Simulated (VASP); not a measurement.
# Mg3BiSb (P4mm) in VASP: a series of runs

Mg3BiSb is run at these levels: PBE; tasks: relaxation of cell and atoms.

Everything below comes from runs of VASP 6.6.1. Logs are shortened: lines on timing, memory, paths and dates and some standing lists are left out, and cuts for length are marked.

**1. The cell of the first run**

It takes space group P4mm (No. 99, tetragonal). The conventional cell has a = 5.028 Å, b = 5.028 Å, c = 5.091 Å, α = 90.00°, β = 90.00°, γ = 90.00°. Within 3.1 Å of Mg (site symmetry 4mm) lie 2 Sb at 2.34 to 2.75 Å. Mg (site symmetry 2mm) has 2 Sb at 2.52 Å within 3.3 Å. Within 3.1 Å of Sb (site symmetry 4mm) lie 6 Mg at 2.34 to 2.75 Å. Within 4.6 Å of Bi (site symmetry 4mm) lie 12 Mg at 3.52 to 3.63 Å and 8 Sb at 4.33 to 4.42 Å.

**2. Relaxation of cell and atoms, PBE**

Contents of INCAR:

```
SYSTEM = Mg3BiSb
PREC     = Accurate       ! precision mode
ENCUT    = 600            ! plane-wave cutoff, eV
EDIFF    = 1E-6           ! SCF threshold, eV
ISMEAR   = 0              ! smearing method
SIGMA    = 0.1            ! smearing width, eV
LREAL    = .False.        ! projectors in reciprocal space
LASPH    = .True.         ! aspherical terms in the spheres
NELM     = 80             ! most SCF steps
ALGO     = Normal         ! electronic algorithm
ISIF     = 3              ! what is computed and relaxed
LWAVE    = .False.        ! write WAVECAR
LCHARG   = .False.        ! write CHGCAR
GGA      = PE             ! functional
IBRION   = 2              ! ionic algorithm
NSW      = 90             ! ionic steps
EDIFFG   = -0.04          ! ionic threshold
```

Contents of KPOINTS:

```
Automatic mesh
0
Gamma
  4 4 4
  0 0 0
```

Contents of POSCAR:

```
Mg3BiSb
1.0
    5.0279198063      0.0000000000      0.0000000000
    0.0000000000      5.0279198063      0.0000000000
    0.0000000000      0.0000000000      5.0909263202
Mg Sb Bi
3 1 1
Direct
    0.5000000000      0.5000000000      0.9750000000
    0.0000000000      0.5000000000      0.4850000000
    0.5000000000      0.0000000000      0.4850000000
    0.5000000000      0.5000000000      0.5150000000
    0.0000000000      0.0000000000      0.0000000000
```

Potentials or basis: VASP PAW PBE potentials, release 64 (Mg, Sb, Bi_d).

Run with:

```console
$ cat potpaw_PBE.64/Mg/POTCAR potpaw_PBE.64/Sb/POTCAR potpaw_PBE.64/Bi_d/POTCAR > POTCAR
$ mpirun -np 1 vasp_std > vasp.out
```

OUTCAR:

```text
SYSTEM = Mg3BiSb
   PREC = Accurate
   ENCUT = 600
   EDIFF = 1E-6
   ISMEAR = 0
   LREAL = .False.
   LASPH = .True.
   NELM = 80
   ISIF = 3
   GGA = PE
   IBRION = 2
   NSW = 90
   EDIFFG = -0.04

 ion  position               nearest neighbor table
   1  0.500  0.500  0.975-   4 2.34   4 2.75   3 3.54   2 3.54   3 3.54   2 3.54   5 3.56   5 3.56
                             5 3.56   5 3.56   2 3.61   3 3.61   3 3.61   2 3.61
   2  0.000  0.500  0.485-   4 2.52   4 2.52   5 3.52   5 3.52   1 3.54   1 3.54   3 3.56   3 3.56
                             3 3.56   3 3.56   1 3.61   1 3.61   5 3.63   5 3.63
   3  0.500  0.000  0.485-   4 2.52   4 2.52   5 3.52   5 3.52   1 3.54   1 3.54   2 3.56   2 3.56
                             2 3.56   2 3.56   1 3.61   1 3.61   5 3.63   5 3.63
   4  0.500  0.500  0.515-   1 2.34   2 2.52   3 2.52   3 2.52   2 2.52   1 2.75
   5  0.000  0.000  0.000-   2 3.52   3 3.52   2 3.52   3 3.52   1 3.56   1 3.56   1 3.56   1 3.56
                             2 3.63   3 3.63   3 3.63   2 3.63

  LATTYP: Found a simple tetragonal cell.
 ALAT       =     5.0279198063
 C/A-ratio  =     1.0125313283

  Lattice vectors:

 A1 = (   5.0279198063,   0.0000000000,   0.0000000000)
 A2 = (   0.0000000000,   5.0279198063,   0.0000000000)
 A3 = (   0.0000000000,   0.0000000000,   5.0909263202)

Analysis of symmetry for initial positions (statically):
=====================================================================
 Subroutine PRICEL returns:
 Original cell was already a primitive cell.

 Routine SETGRP: Setting up the symmetry group for a
 simple tetragonal supercell.

 Subroutine GETGRP returns: Found  8 space group operations
 (whereof  8 operations were pure point group operations)
 out of a pool of 16 trial point group operations.

The static configuration has the point symmetry C_4v.

Analysis of symmetry for dynamics (positions and initial velocities):
=====================================================================
 Subroutine PRICEL returns:
 Original cell was already a primitive cell.

 Routine SETGRP: Setting up the symmetry group for a
 simple tetragonal supercell.

 Subroutine GETGRP returns: Found  8 space group operations
 (whereof  8 operations were pure point group operations)
 out of a pool of 16 trial point group operations.

The dynamic configuration has the point symmetry C_4v.

 Subroutine INISYM returns: Found  8 space group operations
 (whereof  8 operations are pure point group operations),
 and found     1 'primitive' translations
[... 95 lines left out ...]
   LREAL  =      F    real-space projection
   EDIFFG = -.4E-01   stopping-criterion for IOM
   NSW    =     90    number of steps for IOM
   IBRION =      2    ionic relax: 0-MD 1-quasi-New 2-CG
   NFREE  =      1    steps in history (QN), initial steepest desc. (CG)
   ISIF   =      3    stress and relaxation
   ISYM   =      2    0-nonsym 1-usesym 2-fastsym
   POTIM  = 0.5000    time-step for ionic-motion
   TEBEG  =    0.0;   TEEND  =   0.0 temperature during run
   PSTRESS=    0.0 pullay stress
   NELECT =      26.0000    total number of electrons
   NUPDOWN=      -1.0000    fix difference up-down
   EMIN   =  10.00;   EMAX   =-10.00  energy-range for DOS
   EFERMI =   0.00;   METHOD = LEGACY
   ISMEAR =     0;   SIGMA  =   0.10  broadening in eV -4-tet -1-fermi 0-gaus
   EFERMI_NEDOS =   21; number of points for ismear=-14 and -15
   IALGO  =     38    algorithm
   IMIX   =      4    mixing-type and parameters
     AMIX     =   0.40;   BMIX     =  1.00
     AMIX_MAG =   1.60;   BMIX_MAG =  1.00
  volume/ion in A,a.u.               =      25.74       173.70
  Fermi-wavevector in a.u.,A,eV,Ry     =   0.960597  1.815266 12.554742  0.922748
  Thomas-Fermi vector in A             =   2.089896
   LORBIT       =      0    0 simple, 1 ext, 2 COOP (PROOUT), +10 PAW based schemes
   GGA     = PE    functional components
   LHFCALC =     F    Hartree Fock is set to
   AEXX    =    0.0000 exact exchange contribution
   IVDW    =     0    specifies the selected vdW correction
   LEPSILON=     F    determine dielectric tensor
   LRPA    =     F    only Hartree local field effects (RPA)
 conjugate gradient relaxation of ions
 non-spin polarized calculation
 Gauss-broadening in eV      SIGMA  =   0.10
  energy-cutoff  :      600.00
  volume of cell :      128.70
 maximum number of plane-waves:      4313
   NGX = 21   NGY = 21   NGZ = 21

--------------------------------------- Ionic step        1  -------------------------------------------

 number of electron      26.0000004 magnetization

 Free energy of the ion-electron system (eV)
  ---------------------------------------------------
  ext. energy  EPLUGINS =         0.00000000
  ---------------------------------------------------
  free energy    TOTEN  =       -11.15917704 eV

  energy without entropy =      -11.15580622  energy(sigma->0) =      -11.15749163

------------------------ aborting loop because EDIFF is reached ----------------------------------------

  FORCE on cell =-STRESS in cart. coord.  units (eV):
  Direction    XX          YY          ZZ          XY          YZ          ZX
  --------------------------------------------------------------------------------------
  -------------------------------------------------------------------------------------
  Total        6.6561331      6.6561331      7.9810915      0.0000000      0.0000000      0.0000000
  in kB       82.8627006     82.8627006     99.3572071      0.0000000      0.0000000      0.0000000
  external PRESSURE =      88.3608694 kB  Pullay stress =       0.0000000 kB
[... 98 lines left out ...]
  FREE ENERGIE OF THE ION-ELECTRON SYSTEM (eV)
  ---------------------------------------------------
  free  energy   TOTEN  =       -11.9529504420 eV

  energy  without entropy=      -11.9408539361  energy(sigma->0) =      -11.94690219

[... ionic steps 4 to 38 ...]

--------------------------------------- Ionic step       39  -------------------------------------------

 number of electron      25.9999994 magnetization

------------------------ aborting loop because EDIFF is reached ----------------------------------------
[... 73 lines left out ...]
--------------------------------------- Ionic step       41  -------------------------------------------

 number of electron      25.9999993 magnetization

 Free energy of the ion-electron system (eV)
  ---------------------------------------------------
  ext. energy  EPLUGINS =         0.00000000
  ---------------------------------------------------
  free energy    TOTEN  =       -13.58382395 eV

  energy without entropy =      -13.57714253  energy(sigma->0) =      -13.58048324

 E-fermi :   3.4423     XC(G=0):  -8.4245

 val. band max:        3.2418550437   @ k =   0.2500   0.0000   0.2500
 cond. band min:       3.4542277525   @ k =   0.0000   0.0000   0.0000
 fundamental gap:      0.2123727088
 Fermi energy:         3.4423233530

 k-point     1 :       0.0000    0.0000    0.0000
  band No.  band energies     occupation
      1     -18.5385      2.00000
      2     -18.5342      2.00000
      3     -18.5072      2.00000
      4     -18.5072      2.00000
      5     -18.4939      2.00000
      6      -7.2220      2.00000
[... 381 lines left out ...]
  FREE ENERGIE OF THE ION-ELECTRON SYSTEM (eV)
  ---------------------------------------------------
  free  energy   TOTEN  =       -13.5838239487 eV

  energy  without entropy=      -13.5771425338  energy(sigma->0) =      -13.58048324

 reached required accuracy - stopping structural energy minimisation
```

OSZICAR:

```text
N       E                     dE             d eps       ncg     rms          rms(c)
DAV:   1     0.177679010204E+03    0.17768E+03   -0.11966E+04   612   0.148E+03
DAV:   2     0.128662745975E+01   -0.17639E+03   -0.17418E+03   665   0.323E+02
DAV:   3    -0.115198396921E+02   -0.12806E+02   -0.12656E+02   801   0.946E+01
[... 398 lines left out ...]
DAV:   2    -0.135840112588E+02    0.75746E-03   -0.26563E-03   794   0.575E-01    0.678E-02
DAV:   3    -0.135838327829E+02    0.17848E-03   -0.84302E-04   927   0.315E-01    0.126E-02
DAV:   4    -0.135838265692E+02    0.62137E-05   -0.30355E-05   669   0.457E-02    0.640E-03
DAV:   5    -0.135838242060E+02    0.23632E-05   -0.42741E-06   703   0.169E-02    0.293E-03
DAV:   6    -0.135838239487E+02    0.25730E-06   -0.55372E-07   314   0.575E-03
  41 F= -.13583824E+02 E0= -.13580483E+02  d E =-.534552E-03
```

CONTCAR:

```text
Mg3BiSb
   1.00000000000000
     4.6323110728121391    0.0000000000000000   -0.0000000000000000
     0.0000000000000000    4.6323110728121391   -0.0000000000000000
    -0.0000000000000000    0.0000000000000000    6.9030781239878864
  Mg              Sb              Bi
     3     1     1
Direct
     0.5000000000000000    0.5000000000000000    0.0142438517247199
     0.0000000000000000    0.5000000000000000    0.3802288310813050
     0.5000000000000000    0.0000000000000000    0.3802288310813050
     0.5000000000000000    0.5000000000000000    0.6102909887647584
     0.0000000000000000    0.0000000000000000    0.0750074973479130

  0.00000000E+00  0.00000000E+00  0.00000000E+00
  0.00000000E+00  0.00000000E+00  0.00000000E+00
  0.00000000E+00  0.00000000E+00  0.00000000E+00
  0.00000000E+00  0.00000000E+00  0.00000000E+00
  0.00000000E+00  0.00000000E+00  0.00000000E+00
```

It took 24 min on 1 thread of Intel Xeon Platinum 8259CL at 2.50GHz (Skylake/Cascade Lake), shared host; peak memory 0.3 GiB.

What came out:

| Item | Value |
| --- | --- |
| Free energy | -13.5838 eV |
| Relaxed volume | 29.63 Å³/atom |
| Relaxed cell | a = 4.632 Å, b = 4.632 Å, c = 6.903 Å, α = 90.00°, β = 90.00°, γ = 90.00° |
| Space group after relaxing (to 0.1 Å) | P4mm (No. 99) |
| Energy gained by relaxing | 484.9 meV/atom |
| Ionic steps | 41 |
| Pressure after relaxing | 0.0 GPa |
| Largest force after relaxing | 0.036 eV/Å |
| Band gap on the k mesh | zero (bands 13 and 14 overlap by 1.33 eV) |

Forces in eV/Å, atoms in the order of the input:
```
Mg   0.000  0.000 -0.003
Mg   0.000  0.000  0.005
Mg   0.000  0.000  0.005
Sb   0.000  0.000 -0.036
Bi   0.000  0.000  0.029
```

Step by step:
| step | energy change (eV) | largest force (eV/Å) | pressure (GPa) | volume (Å³) |
| --- | --- | --- | --- | --- |
| 1 | 0.0000 | 3.4590 | 8.84 | 128.70 |
| 3 | -0.7938 | 0.4716 | 0.74 | 149.51 |
| 5 | -0.8188 | 0.2393 | -0.08 | 152.99 |
| 7 | -0.8340 | 0.2693 | -0.24 | 153.65 |
| 9 | -0.8590 | 1.5634 | 1.62 | 147.03 |
| 11 | -0.8802 | 0.9206 | 0.75 | 149.60 |
| 13 | -0.9068 | 1.0112 | 0.95 | 148.94 |
| 15 | -1.0000 | 1.4164 | 1.90 | 146.30 |
| 17 | -1.0181 | 1.6629 | 2.53 | 144.90 |
| 19 | -1.0817 | 1.6126 | 2.72 | 144.58 |
| 21 | -1.1427 | 1.3593 | 3.94 | 143.13 |
| 23 | -1.2543 | 1.1825 | 3.05 | 144.59 |
| 25 | -1.6495 | 0.4901 | 0.78 | 152.81 |
| 27 | -1.6597 | 0.8642 | 0.15 | 156.96 |
| 29 | -1.7108 | 0.6747 | 0.07 | 156.50 |
| 31 | -1.9969 | 0.4006 | -1.13 | 158.74 |
| 33 | -1.8887 | 1.5559 | -2.34 | 159.87 |
| 35 | -2.3521 | 0.3072 | -1.19 | 154.53 |
| 37 | -2.3882 | 0.3560 | -0.11 | 149.09 |
| 39 | -2.4241 | 0.0921 | 0.07 | 147.80 |
| 41 | -2.4246 | 0.0355 | 0.01 | 148.13 |

Final structure:
```
CELL_PARAMETERS angstrom
4.63231 0.00000 0.00000
0.00000 4.63231 0.00000
0.00000 0.00000 6.90308
ATOMIC_POSITIONS crystal
Mg 0.50000 0.50000 0.01424
Mg 0.00000 0.50000 0.38023
Mg 0.50000 0.00000 0.38023
Sb 0.50000 0.50000 0.61029
Bi 0.00000 0.00000 0.07501
```

Caveat: the volume moved by over 15 % at a fixed basis, so the end points are rough; spin-orbit coupling is left out, which moves the levels of the heavy elements.

[end of part 1 of 2]

The gap in the log of VASP goes by the Fermi energy; the results here count the filled bands.